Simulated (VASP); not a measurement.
# KPrI4 (P-6m2) in VASP: single point with PBE

Aim: the single point of KPrI4 with PBE.

Program: VASP 6.6.1. These are calculated values, not measurements. Logs are shortened: lines on timing, memory, paths and dates and some standing lists are left out, and cuts for length are marked.

## 1. The cell of the first run

Symmetry: P-6m2, No. 187, hexagonal system. Conventional cell: a = 8.988 Å, b = 8.988 Å, c = 5.906 Å, α = 90.00°, β = 90.00°, γ = 120.00°. Within 4.1 Å of K (site symmetry -6m2) lie 3 I at 3.10 Å. Within 3.9 Å of Pr (site symmetry -6m2) lie 2 I at 2.95 Å. Within 4.1 Å of I (site symmetry mm2) lie 1 K at 3.10 Å and 2 I at 3.61 Å. I (site symmetry -6m2) has 2 Pr at 2.95 Å within 3.9 Å.

The cell was built from a structure type or drawn by symmetry, and may not be a known phase.

## 2. Single point, PBE

INCAR reads:

```
PREC = Accurate
ENCUT = 500
EDIFF = 1E-6
ISMEAR = 0
SIGMA = 0.15
LREAL = False
LASPH = True
NELM = 200
ALGO = Normal
ISIF = 2
LWAVE = False
LCHARG = True
GGA = PE
LELF = True
LVHAR = True
NBANDS = 33
GGA_COMPAT = False
LMAXMIX = 6
```

KPOINTS reads:

```
regular mesh
0
Gamma
  2 2 2
```

POSCAR reads:

```
KPrI4
1.0
    8.9880482599      0.0000000000      0.0000000000
   -4.4940241299      7.7838781235      0.0000000000
    0.0000000000      0.0000000000      5.9056413541
K Pr I
1 1 4
Direct
    0.6666666667      0.3333333333      0.5000000000
    0.0000000000      0.0000000000      0.0000000000
    0.4672865562      0.5327134438      0.5000000000
    0.4672865562      0.9345731123      0.5000000000
    0.0654268877      0.5327134438      0.5000000000
    0.0000000000      0.0000000000      0.5000000000
```

Potentials or basis: VASP PAW PBE potentials, release 64 (K_sv, Pr_3, I), 4f in core.

On the command line:

```sh
cat potpaw_PBE.64/K_sv/POTCAR potpaw_PBE.64/Pr_3/POTCAR potpaw_PBE.64/I/POTCAR > POTCAR
mpirun -np 1 vasp_std > vasp.out
```

OUTCAR:

```text
PREC = Accurate
   ENCUT = 500
   EDIFF = 1E-6
   ISMEAR = 0
   LREAL = False
   LASPH = True
   NELM = 200
   ISIF = 2
   GGA = PE

 ion  position               nearest neighbor table
   1  0.667  0.333  0.500-   3 3.10   4 3.10   5 3.10
   2  0.000  0.000  0.000-   6 2.95   6 2.95
   3  0.467  0.533  0.500-   1 3.10
   4  0.467  0.935  0.500-   1 3.10
   5  0.065  0.533  0.500-   1 3.10
   6  0.000  0.000  0.500-   2 2.95   2 2.95

  LATTYP: Found a hexagonal cell.
 ALAT       =     8.9880482599
 C/A-ratio  =     0.6570549226

  Lattice vectors:

 A1 = (   8.9880482599,   0.0000000000,   0.0000000000)
 A2 = (  -4.4940241299,   7.7838781235,   0.0000000000)
 A3 = (   0.0000000000,   0.0000000000,   5.9056413541)

Analysis of symmetry for initial positions (statically):
=====================================================================
 Subroutine PRICEL returns:
 Original cell was already a primitive cell.

 Routine SETGRP: Setting up the symmetry group for a
 hexagonal supercell.

 Subroutine GETGRP returns: Found 12 space group operations
 (whereof 12 operations were pure point group operations)
 out of a pool of 24 trial point group operations.

The static configuration has the point symmetry D_3h.

Analysis of symmetry for dynamics (positions and initial velocities):
=====================================================================
 Subroutine PRICEL returns:
 Original cell was already a primitive cell.

 Routine SETGRP: Setting up the symmetry group for a
 hexagonal supercell.

 Subroutine GETGRP returns: Found 12 space group operations
 (whereof 12 operations were pure point group operations)
 out of a pool of 24 trial point group operations.

The dynamic configuration has the point symmetry D_3h.

 Subroutine INISYM returns: Found 12 space group operations
 (whereof 12 operations are pure point group operations),
 and found     1 'primitive' translations

----------------------------------------------------------------------------------------

                                     Primitive cell

  volume of cell :     413.1697

  direct lattice vectors                    reciprocal lattice vectors
     8.988048260  0.000000000  0.000000000     0.111258860  0.064235333  0.000000000
[... 73 lines left out ...]
   EDIFF  = 0.1E-05   stopping-criterion for ELM
   LREAL  =      F    real-space projection
   EDIFFG = 0.1E-04   stopping-criterion for IOM
   NSW    =      0    number of steps for IOM
   IBRION =     -1    ionic relax: 0-MD 1-quasi-New 2-CG
   NFREE  =      0    steps in history (QN), initial steepest desc. (CG)
   ISIF   =      2    stress and relaxation
   ISYM   =      2    0-nonsym 1-usesym 2-fastsym
   POTIM  = 0.5000    time-step for ionic-motion
   TEBEG  =    0.0;   TEEND  =   0.0 temperature during run
   PSTRESS=    0.0 pullay stress
   NELECT =      48.0000    total number of electrons
   NUPDOWN=      -1.0000    fix difference up-down
   EMIN   =  10.00;   EMAX   =-10.00  energy-range for DOS
   EFERMI =   0.00;   METHOD = LEGACY
   ISMEAR =     0;   SIGMA  =   0.15  broadening in eV -4-tet -1-fermi 0-gaus
   EFERMI_NEDOS =   21; number of points for ismear=-14 and -15
   IALGO  =     38    algorithm
   IMIX   =      4    mixing-type and parameters
     AMIX     =   0.40;   BMIX     =  1.00
     AMIX_MAG =   1.60;   BMIX_MAG =  1.00
  volume/ion in A,a.u.               =      68.86       464.70
  Fermi-wavevector in a.u.,A,eV,Ry     =   0.798814  1.509540  8.681932  0.638104
  Thomas-Fermi vector in A             =   1.905798
   LORBIT       =      0    0 simple, 1 ext, 2 COOP (PROOUT), +10 PAW based schemes
   GGA     = PE    functional components
   LHFCALC =     F    Hartree Fock is set to
   AEXX    =    0.0000 exact exchange contribution
   IVDW    =     0    specifies the selected vdW correction
   LEPSILON=     F    determine dielectric tensor
   LRPA    =     F    only Hartree local field effects (RPA)
 non-spin polarized calculation
 Gauss-broadening in eV      SIGMA  =   0.15
  energy-cutoff  :      500.00
  volume of cell :      413.17
 maximum number of plane-waves:     10488
 NGX is ok and might be reduce to    70
   NGX = 33   NGY = 33   NGZ = 21

 number of electron      47.9999999 magnetization

 Free energy of the ion-electron system (eV)
  ---------------------------------------------------
  ext. energy  EPLUGINS =         0.00000000
  ---------------------------------------------------
  free energy    TOTEN  =       -13.29009041 eV

  energy without entropy =      -13.12535090  energy(sigma->0) =      -13.20772066

 E-fermi :  -0.2117     XC(G=0):  -5.8500

 val. band max:       -0.2528799281   @ k =   0.5000   0.0000   0.5000
 cond. band min:      -0.2049218856   @ k =   0.0000   0.0000   0.0000
 fundamental gap:      0.0479580425
 Fermi energy:        -0.2116607180

 k-point     1 :       0.0000    0.0000    0.0000
  band No.  band energies     occupation
      1     -39.1199      2.00000
      2     -29.6667      2.00000
      3     -21.1069      2.00000
      4     -21.1069      2.00000
      5     -20.8413      2.00000
      6     -13.7490      2.00000
[... 133 lines left out ...]
     32       4.5941      0.00000
     33       4.7197      0.00000

------------------------ aborting loop because EDIFF is reached ----------------------------------------

  FORCE on cell =-STRESS in cart. coord.  units (eV):
  Direction    XX          YY          ZZ          XY          YZ          ZX
  --------------------------------------------------------------------------------------
  -------------------------------------------------------------------------------------
  Total        1.9747925      1.9747925      0.4183552      0.0000000     -0.0000000      0.0000000
  in kB        7.6577917      7.6577917      1.6222853      0.0000000     -0.0000000      0.0000000
  external PRESSURE =       5.6459563 kB  Pullay stress =       0.0000000 kB

 VOLUME and BASIS-vectors are now :
 -----------------------------------------------------------------------------
  energy-cutoff  :      500.00
  volume of cell :      413.17
      direct lattice vectors                 reciprocal lattice vectors
     8.988048260  0.000000000  0.000000000     0.111258860  0.064235333  0.000000000
    -4.494024130  7.783878124  0.000000000     0.000000000  0.128470665  0.000000000
     0.000000000  0.000000000  5.905641354     0.000000000  0.000000000  0.169329619

 POSITION                                       TOTAL-FORCE (eV/Angst)
 -----------------------------------------------------------------------------------
      4.49402      2.59463      2.95282         0.000000      0.000000      0.000000
      0.00000      0.00000      0.00000         0.000000      0.000000      0.000000
      1.80597      4.14658      2.95282         0.031782     -0.018349      0.000000
      0.00000      7.27460      2.95282         0.000000      0.036698     -0.000000
     -1.80597      4.14658      2.95282        -0.031782     -0.018349      0.000000
      0.00000      0.00000      2.95282         0.000000      0.000000      0.000000
 -----------------------------------------------------------------------------------
    total drift:                               -0.000001      0.000001      0.000000

  FREE ENERGIE OF THE ION-ELECTRON SYSTEM (eV)
  ---------------------------------------------------
  free  energy   TOTEN  =       -13.2900904143 eV

  energy  without entropy=      -13.1253509024  energy(sigma->0) =      -13.20772066
```

OSZICAR:

```text
N       E                     dE             d eps       ncg     rms          rms(c)
DAV:   1     0.340433727966E+03    0.34043E+03   -0.17224E+04   264   0.110E+03
DAV:   2     0.183219455229E+02   -0.32211E+03   -0.30847E+03   350   0.237E+02
DAV:   3    -0.157064742268E+02   -0.34028E+02   -0.33766E+02   392   0.704E+01
[... 12 lines left out ...]
DAV:  16    -0.132899636746E+02    0.14275E-02   -0.95416E-04   284   0.124E-01    0.503E-02
DAV:  17    -0.132901111456E+02   -0.14747E-03   -0.14901E-04   280   0.493E-02    0.700E-02
DAV:  18    -0.132900869704E+02    0.24175E-04   -0.14391E-04   280   0.516E-02    0.165E-02
DAV:  19    -0.132900909650E+02   -0.39946E-05   -0.13747E-05   334   0.130E-02    0.194E-02
DAV:  20    -0.132900904143E+02    0.55066E-06   -0.47088E-06   280   0.971E-03
   1 F= -.13290090E+02 E0= -.13207721E+02  d E =-.164740E+00
```

It took 2.6 min on 1 thread of Intel Xeon Platinum 8488C (Sapphire Rapids), shared host; peak memory 0.5 GiB.

Results:

| Item | Value |
| --- | --- |
| Free energy | -13.2901 eV |
| Pressure | 0.6 GPa |
| Largest force | 0.037 eV/Å |
| Band gap on the k mesh | 0.05 eV (least direct gap 0.10 eV) |

Forces on the atoms (eV/Å):
```
K    0.000  0.000  0.000
Pr   0.000  0.000  0.000
I    0.032 -0.018  0.000
I    0.000  0.037  0.000
I   -0.032 -0.018  0.000
I    0.000  0.000  0.000
```

Levels at points of the mesh, in eV from the valence-band top:
| k point | band 22 | band 23 | band 24 | band 25 | band 26 | band 27 |
| --- | --- | --- | --- | --- | --- | --- |
| (0.00, 0.00, 0.00) | -0.21 | -0.06 | -0.06 | 0.05 | 0.05 | 0.35 |
| (0.50, 0.00, 0.00) | -0.51 | -0.40 | -0.02 | 0.08 | 0.11 | 0.42 |
| (0.00, 0.00, 0.50) | -0.19 | -0.03 | -0.03 | 0.51 | 0.51 | 0.72 |
| (0.50, 0.00, 0.50) | -0.39 | -0.33 | 0.00 | 0.44 | 0.45 | 0.63 |

Caveat: the k points lie up to 0.53 Å⁻¹ apart; spin-orbit coupling is left out, which moves the levels of the heavy elements; the 4f electrons are frozen in the core, so they carry no moment and show no levels. Spin polarisation is off, so any magnetic state and its effect on volume and gap are missing.
